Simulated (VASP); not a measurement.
# NaF (Fm-3m) in VASP: settings compared

The runs below take NaF through single point, with PBE, r2SCAN.

Everything below comes from runs of VASP 6.6.1. Logs are shortened: lines on timing, memory, paths and dates and some standing lists are left out, and cuts for length are marked.

## Step 1: The cell of the first run

Symmetry: Fm-3m, No. 225, cubic system. Conventional cell: a = 4.649 Å, b = 4.649 Å, c = 4.649 Å, α = 90.00°, β = 90.00°, γ = 90.00°. Na (site symmetry m-3m) has 6 F at 2.32 Å within 3.1 Å. Within 3.1 Å of F (site symmetry m-3m) lie 6 Na at 2.32 Å.

## Step 2: Single point, PBE

INCAR

```
  PREC = Accurate
  ENCUT = 600
  EDIFF = 1E-6
  ISMEAR = 0
  SIGMA = 0.01
  LREAL = F
  LASPH = T
  NELM = 120
  ALGO = Normal
  ISIF = 2
  LWAVE = F
  LCHARG = F
  GGA = PE
  NBANDS = 14
  GGA_COMPAT = F
```

KPOINTS

```
regular mesh
0
Gamma
  4 4 4
```

POSCAR

```
NaF
1.0
    0.0000000000      2.3247172400      2.3247172400
    2.3247172400      0.0000000000      2.3247172400
    2.3247172400      2.3247172400      0.0000000000
Na F
1 1
Direct
    0.0000000000      0.0000000000      0.0000000000
    0.5000000000      0.5000000000      0.5000000000
```

Potentials or basis: VASP PAW PBE potentials, release 64 (Na_pv, F).

On the command line:

```console
cat potpaw_PBE.64/Na_pv/POTCAR potpaw_PBE.64/F/POTCAR > POTCAR
mpirun -np 1 vasp_std > vasp.out
```

OUTCAR:

```text
PREC = Accurate
   ENCUT = 600
   EDIFF = 1E-6
   ISMEAR = 0
   LREAL = F
   LASPH = T
   NELM = 120
   ISIF = 2
   GGA = PE

 ion  position               nearest neighbor table
   1  0.000  0.000  0.000-   2 2.32   2 2.32   2 2.32   2 2.32   2 2.32   2 2.32
   2  0.500  0.500  0.500-   1 2.32   1 2.32   1 2.32   1 2.32   1 2.32   1 2.32

  LATTYP: Found a face centered cubic cell.
 ALAT       =     4.6494344800

  Lattice vectors:

 A1 = (   0.0000000000,   2.3247172400,   2.3247172400)
 A2 = (   2.3247172400,   0.0000000000,   2.3247172400)
 A3 = (   2.3247172400,   2.3247172400,   0.0000000000)

Analysis of symmetry for initial positions (statically):
=====================================================================
 Subroutine PRICEL returns:
 Original cell was already a primitive cell.

 Routine SETGRP: Setting up the symmetry group for a
 face centered cubic supercell.

 Subroutine GETGRP returns: Found 48 space group operations
 (whereof 48 operations were pure point group operations)
 out of a pool of 48 trial point group operations.

The static configuration has the point symmetry O_h .

Analysis of symmetry for dynamics (positions and initial velocities):
=====================================================================
 Subroutine PRICEL returns:
 Original cell was already a primitive cell.

 Routine SETGRP: Setting up the symmetry group for a
 face centered cubic supercell.

 Subroutine GETGRP returns: Found 48 space group operations
 (whereof 48 operations were pure point group operations)
 out of a pool of 48 trial point group operations.

The dynamic configuration has the point symmetry O_h .

 Subroutine INISYM returns: Found 48 space group operations
 (whereof 48 operations are pure point group operations),
 and found     1 'primitive' translations

----------------------------------------------------------------------------------------

                                     Primitive cell

  volume of cell :      25.1270

  direct lattice vectors                    reciprocal lattice vectors
     0.000000000  2.324717240  2.324717240    -0.215079921  0.215079921  0.215079921
     2.324717240  0.000000000  2.324717240     0.215079921 -0.215079921  0.215079921
     2.324717240  2.324717240  0.000000000     0.215079921  0.215079921 -0.215079921

  length of vectors
     3.287646649  3.287646649  3.287646649     0.372529351  0.372529351  0.372529351

  position of ions in fractional coordinates (direct lattice)
     0.000000000  0.000000000  0.000000000
     0.500000000  0.500000000  0.500000000

  ion indices of the primitive-cell ions
   primitive index   ion index
                 1           1
                 2           2

----------------------------------------------------------------------------------------

 KPOINTS: regular mesh

Automatic generation of k-mesh.
 Grid dimensions read from file:
 generate k-points for:    4    4    4

 Generating k-lattice:

  Cartesian coordinates                     Fractional coordinates (reciprocal lattice)
    -0.053769980  0.053769980  0.053769980     0.250000000  0.000000000  0.000000000
     0.053769980 -0.053769980  0.053769980     0.000000000  0.250000000  0.000000000
     0.053769980  0.053769980 -0.053769980     0.000000000  0.000000000  0.250000000

  Length of vectors
     0.093132338  0.093132338  0.093132338

  Shift w.r.t. Gamma in fractional coordinates (k-lattice)
     0.000000000  0.000000000  0.000000000

 Subroutine IBZKPT returns following result:
 ===========================================

 Found      8 irreducible k-points:

 Following reciprocal coordinates:
            Coordinates               Weight
  0.000000  0.000000  0.000000      1.000000
  0.250000  0.000000  0.000000      8.000000
  0.500000  0.000000  0.000000      4.000000
  0.250000  0.250000  0.000000      6.000000
  0.500000  0.250000  0.000000     24.000000
 -0.250000  0.250000  0.000000     12.000000
  0.500000  0.500000  0.000000      3.000000
 -0.250000  0.500000  0.250000      6.000000
   k-points           NKPTS =      8   k-points in BZ     NKDIM =      8   number of bands    NBANDS=     14
   number of dos      NEDOS =    301   number of ions     NIONS =      2
   total plane-waves  NPLWV =  21952
   dimension x,y,z NGX =    28 NGY =   28 NGZ =   28
   dimension x,y,z NGXF=    56 NGYF=   56 NGZF=   56
   ions per type =               1   1
   NGX,Y,Z   is equivalent  to a cutoff of  14.16, 14.16, 14.16 a.u.
   NGXF,Y,Z  is equivalent  to a cutoff of  28.32, 28.32, 28.32 a.u.
 SYSTEM =  unknown system
   PREC   = accura    normal or accurate (medium, high low for compatibility)
   ISTART =      0    job   : 0-new  1-cont  2-samecut
   ICHARG =      2    charge: 1-file 2-atom 10-const
   ISPIN  =      1    spin polarized calculation?
   LNONCOLLINEAR =      F non collinear calculations
   LSORBIT =      F    spin-orbit coupling
   LASPH  =      T    aspherical Exc in radial PAW
   ENCUT  =  600.0 eV  44.10 Ry    6.64 a.u.   6.57  6.57  6.57*2*pi/ulx,y,z
   NELM   =    120;   NELMIN=  2; NELMDL= -5     # of ELM steps
   EDIFF  = 0.1E-05   stopping-criterion for ELM
   LREAL  =      F    real-space projection
   EDIFFG = 0.1E-04   stopping-criterion for IOM
   NSW    =      0    number of steps for IOM
   IBRION =     -1    ionic relax: 0-MD 1-quasi-New 2-CG
   NFREE  =      0    steps in history (QN), initial steepest desc. (CG)
   ISIF   =      2    stress and relaxation
   ISYM   =      2    0-nonsym 1-usesym 2-fastsym
   POTIM  = 0.5000    time-step for ionic-motion
   TEBEG  =    0.0;   TEEND  =   0.0 temperature during run
   PSTRESS=    0.0 pullay stress
   NELECT =      14.0000    total number of electrons
   NUPDOWN=      -1.0000    fix difference up-down
   EMIN   =  10.00;   EMAX   =-10.00  energy-range for DOS
   EFERMI =   0.00;   METHOD = LEGACY
   ISMEAR =     0;   SIGMA  =   0.01  broadening in eV -4-tet -1-fermi 0-gaus
   EFERMI_NEDOS =   21; number of points for ismear=-14 and -15
   IALGO  =     38    algorithm
   IMIX   =      4    mixing-type and parameters
     AMIX     =   0.40;   BMIX     =  1.00
     AMIX_MAG =   1.60;   BMIX_MAG =  1.00
  volume/ion in A,a.u.               =      12.56        84.78
  Fermi-wavevector in a.u.,A,eV,Ry     =   1.347113  2.545675 24.690677  1.814714
  Thomas-Fermi vector in A             =   2.474890
   LORBIT       =      0    0 simple, 1 ext, 2 COOP (PROOUT), +10 PAW based schemes
   GGA     = PE    functional components
   LHFCALC =     F    Hartree Fock is set to
   AEXX    =    0.0000 exact exchange contribution
   IVDW    =     0    specifies the selected vdW correction
   LEPSILON=     F    determine dielectric tensor
   LRPA    =     F    only Hartree local field effects (RPA)
 non-spin polarized calculation
 Gauss-broadening in eV      SIGMA  =   0.01
  energy-cutoff  :      600.00
  volume of cell :       25.13
 maximum number of plane-waves:       869
 NGX is ok and might be reduce to    28
   NGX = 13   NGY = 13   NGZ = 13

 number of electron      14.0000006 magnetization

 Free energy of the ion-electron system (eV)
  ---------------------------------------------------
  ext. energy  EPLUGINS =         0.00000000
  ---------------------------------------------------
  free energy    TOTEN  =        -8.56631301 eV

  energy without entropy =       -8.56631301  energy(sigma->0) =       -8.56631301

 E-fermi :  -1.9614     XC(G=0):  -9.1070

 val. band max:       -2.1292238654   @ k =   0.0000   0.0000   0.0000
 cond. band min:       4.1181217388   @ k =   0.0000   0.0000   0.0000
 fundamental gap:      6.2473456042
 Fermi energy:        -1.9613806722

 k-point     1 :       0.0000    0.0000    0.0000
  band No.  band energies     occupation
      1     -21.2860      2.00000
      2     -21.1050      2.00000
      3     -21.1050      2.00000
      4     -21.1050      2.00000
      5      -2.1292      2.00000
      6      -2.1292      2.00000
      7      -2.1292      2.00000
      8       4.1181      0.00000
      9      16.7771      0.00000
     10      16.7771      0.00000
     11      16.7771      0.00000
     12      19.6225      0.00000
     13      21.7853      0.00000
     14      21.7853      0.00000

 k-point     2 :       0.2500    0.0000    0.0000
  band No.  band energies     occupation
      1     -21.7262      2.00000
      2     -21.1109      2.00000
      3     -21.1109      2.00000
      4     -20.5971      2.00000
      5      -3.0131      2.00000
      6      -2.2552      2.00000
      7      -2.2552      2.00000
      8       5.9727      0.00000
      9      12.9598      0.00000
     10      17.5224      0.00000
     11      17.5224      0.00000
     12      20.5324      0.00000
     13      20.5324      0.00000
     14      22.0759      0.00000

 k-point     3 :       0.5000    0.0000    0.0000
  band No.  band energies     occupation
      1     -21.9238      2.00000
      2     -21.1168      2.00000
      3     -21.1168      2.00000
      4     -20.3301      2.00000
      5      -3.6949      2.00000
      6      -2.3779      2.00000
      7      -2.3779      2.00000
      8       8.5924      0.00000
      9      10.2540      0.00000
     10      17.8735      0.00000
     11      17.8735      0.00000
     12      20.6660      0.00000
     13      20.6660      0.00000
     14      21.4522      0.00000
[... 52 lines left out ...]
 k-point     7 :       0.5000    0.5000    0.0000
  band No.  band energies     occupation
      1     -21.2399      2.00000
      2     -21.1561      2.00000
      3     -21.1561      2.00000
      4     -21.0415      2.00000
      5      -3.3862      2.00000
      6      -2.5287      2.00000
      7      -2.5287      2.00000
      8      10.9422      0.00000
      9      11.1442      0.00000
     10      11.3773      0.00000
     11      17.5082      0.00000
     12      17.5082      0.00000
     13      21.5891      0.00000
     14      26.4211      0.00000

 k-point     8 :      -0.2500    0.5000    0.2500
  band No.  band energies     occupation
      1     -21.5373      2.00000
      2     -21.1978      2.00000
      3     -21.1978      2.00000
      4     -20.6261      2.00000
      5      -2.9890      2.00000
      6      -2.9890      2.00000
      7      -2.6924      2.00000
      8      11.0260      0.00000
      9      11.0260      0.00000
     10      12.9585      0.00000
     11      14.6266      0.00000
     12      21.2223      0.00000
     13      21.2223      0.00000
     14      24.5154      0.00000

------------------------ aborting loop because EDIFF is reached ----------------------------------------

  FORCE on cell =-STRESS in cart. coord.  units (eV):
  Direction    XX          YY          ZZ          XY          YZ          ZX
  --------------------------------------------------------------------------------------
  -------------------------------------------------------------------------------------
  Total        0.2151031      0.2151031      0.2151031      0.0000000      0.0000000     -0.0000000
  in kB       13.7156612     13.7156612     13.7156612      0.0000000      0.0000000     -0.0000000
  external PRESSURE =      13.7156612 kB  Pullay stress =       0.0000000 kB

 VOLUME and BASIS-vectors are now :
 -----------------------------------------------------------------------------
  energy-cutoff  :      600.00
  volume of cell :       25.13
      direct lattice vectors                 reciprocal lattice vectors
     0.000000000  2.324717240  2.324717240    -0.215079921  0.215079921  0.215079921
     2.324717240  0.000000000  2.324717240     0.215079921 -0.215079921  0.215079921
     2.324717240  2.324717240  0.000000000     0.215079921  0.215079921 -0.215079921

 POSITION                                       TOTAL-FORCE (eV/Angst)
 -----------------------------------------------------------------------------------
      0.00000      0.00000      0.00000        -0.000000     -0.000000     -0.000000
      2.32472      2.32472      2.32472         0.000000      0.000000      0.000000
 -----------------------------------------------------------------------------------
    total drift:                                0.000000      0.000000      0.000000

  FREE ENERGIE OF THE ION-ELECTRON SYSTEM (eV)
  ---------------------------------------------------
  free  energy   TOTEN  =        -8.5663130134 eV

  energy  without entropy=       -8.5663130134  energy(sigma->0) =       -8.56631301
```

Run time: 5.9 s. Hardware: 1 thread of Intel Xeon 8259CL, shared host; peak memory 0.14 GiB.

Results:

```
Free energy            : -8.5663 eV
Pressure               : 1.4 GPa
Band gap on the k mesh : 6.25 eV
```

Levels at points of the mesh, in eV from the valence-band top:
```tsv
k point	band 5	band 6	band 7	band 8	band 9	band 10
(0.00, 0.00, 0.00)	0.00	0.00	0.00	6.25	18.91	18.91
(0.50, 0.00, 0.00)	-1.57	-0.25	-0.25	10.72	12.38	20.00
(0.50, 0.50, 0.00)	-1.26	-0.40	-0.40	13.07	13.27	13.51
```

Caveat: the k points lie up to 0.59 Å⁻¹ apart.

## Step 3: Single point, PBE

INCAR

```
SYSTEM = NaF
ALGO     = Normal         ! electronic algorithm
EDIFF    = 1E-6           ! SCF threshold, eV
ENCUT    = 600            ! plane-wave cutoff, eV
GGA      = PE             ! functional
GGA_COMPAT= .FALSE.      
ISIF     = 2              ! what is computed and relaxed
ISMEAR   = 0              ! smearing method
LASPH    = .TRUE.         ! aspherical terms in the spheres
LCHARG   = .FALSE.        ! write CHGCAR
LREAL    = .FALSE.        ! projectors in reciprocal space
LWAVE    = .FALSE.        ! write WAVECAR
NBANDS   = 14             ! bands
NELM     = 120            ! most SCF steps
PREC     = Accurate       ! precision mode
SIGMA    = 0.01           ! smearing width, eV
```

KPOINTS

```
k-points
0
G
  4 4 4
  0 0 0
```

POSCAR is that of step 2.

Potentials or basis: VASP PAW PBE potentials, release 64 (Na_pv, F).

On the command line:

```console
cat potpaw_PBE.64/Na_pv/POTCAR potpaw_PBE.64/F/POTCAR > POTCAR
mpirun -np 1 vasp_std > vasp.out
```

Run time: 9 s. Hardware: 1 thread of Intel Xeon 8259CL, shared host; peak memory 0.14 GiB.

The run converged. Its results:

| Quantity | Value |
| --- | --- |
| Free energy | -8.5663 eV |
| Pressure | 1.4 GPa |
| Band gap on the k mesh | 6.25 eV |

Levels at points of the mesh, in eV from the valence-band top:
| k point | band 5 | band 6 | band 7 | band 8 | band 9 | band 10 |
| --- | --- | --- | --- | --- | --- | --- |
| (0.00, 0.00, 0.00) | 0.00 | 0.00 | 0.00 | 6.25 | 18.91 | 18.91 |
| (0.50, 0.00, 0.00) | -1.57 | -0.25 | -0.25 | 10.72 | 12.38 | 20.00 |
| (0.50, 0.50, 0.00) | -1.26 | -0.40 | -0.40 | 13.07 | 13.27 | 13.51 |

Caveat: the k points lie up to 0.59 Å⁻¹ apart.

(Part 1 of 2 ends here.)
